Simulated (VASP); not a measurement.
**BN: single point with PBE+D3(BJ)**

System: BN, a slab with vacuum.

```
B N
1.0
     2.54500    0.00000    0.00000
    -1.27250    2.20403    0.00000
     0.00000    0.00000   26.00000
B N
1 1
Direct
  0.00000 0.00000 0.51373
  0.66667 0.33333 0.48627
```

- Program: VASP 6.6.1
- Task: single point
- Functional: PBE
- Dispersion: D3(BJ)
- Potentials or basis: VASP PAW PBE potentials, release 64 (B, N)
- Cutoff: 520 eV
- k mesh: 12 × 12 × 1
- Occupations: gaussian, width 0.02 eV
- Spin: no spin polarisation

- Largest force: 9.856 eV/Å
- Band gap on the k mesh: 0.03 eV
- Dispersion energy per atom: -0.074 eV

Forces in eV/Å, atoms in the order of the input:
```
B    0.000  0.000 -9.856
N    0.000  0.000  9.856
```

Levels at points of the mesh, in eV from the valence-band top:
```
           k point  band 1  band 2  band 3  band 4  band 5  band 6  band 7  band 8
(0.00, 0.00, 0.00)  -17.52   -6.48    0.00    0.00    0.03    2.87    3.44    4.55
(0.50, 0.00, 0.00)  -14.23   -8.37   -2.51   -2.50    0.79    6.02    9.67   10.17
```

Wall time 37 s on 1 thread of AMD EPYC 7R13 Processor (Zen 3), with other jobs on the host, peak memory 0.23 GiB.
